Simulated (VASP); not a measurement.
Wanted: the native input for a VASP 6.6.1 run.

* Task: single point
* Functional: PBE
* Potentials or basis: VASP PAW PBE potentials, release 64 (Sn_d, Te)
* Cutoff: 520 eV
* k mesh: 4 × 4 × 4
* Occupations: gaussian, width 0.1 eV
* Spin: no spin polarisation
* Dipole correction: no
* Further INCAR settings: ALGO = Normal; EDIFF = 1e-06; NBANDS = 28

The structure of SnTe lies in POSCAR:

```
SnTe
1.0
    3.3784366900     -3.3784366900      0.0000000000
    3.3784366900      3.3784366900      0.0000000000
    0.0000000000      0.0000000000      4.7778309900
Sn Te
2 2
Direct
    0.3750000000      0.3750000000      0.5000000000
    0.6250000000      0.6250000000      0.0000000000
    0.1250000000      0.8750000000      0.7500000000
    0.8750000000      0.1250000000      0.2500000000
```

The cell was built from a structure type or drawn by symmetry, and may not be a known phase.

The input as run:

INCAR

```
  PREC = Accurate
  ENCUT = 520
  EDIFF = 1E-6
  ISMEAR = 0
  SIGMA = 0.1
  LREAL = F
  LASPH = T
  NELM = 60
  ALGO = Normal
  ISIF = 2
  LWAVE = F
  LCHARG = T
  GGA = PE
  LELF = T
  LVHAR = T
  NBANDS = 28
```

KPOINTS

```
Automatic mesh
0
Gamma
  4 4 4
```

Potentials or basis: VASP PAW PBE potentials, release 64 (Sn_d, Te).

Command:

```bash
$ cat potpaw_PBE.64/Sn_d/POTCAR potpaw_PBE.64/Te/POTCAR > POTCAR
$ mpirun -np 1 vasp_std > vasp.out
```

Results of the run:

```
Pressure               : 16.1 GPa
Largest force          : 0.454 eV/Å
Band gap on the k mesh : zero (bands 20 and 21 overlap by 3.03 eV)
```

Caveat: the cell stands under pressure; spin-orbit coupling is left out, which moves the levels of the heavy elements.

Run time: 47 s on 1 thread of Intel(R) Xeon(R) Platinum 8375C CPU @ 2.90GHz (Ice Lake), with other jobs on the host, peak memory 0.23 GiB.
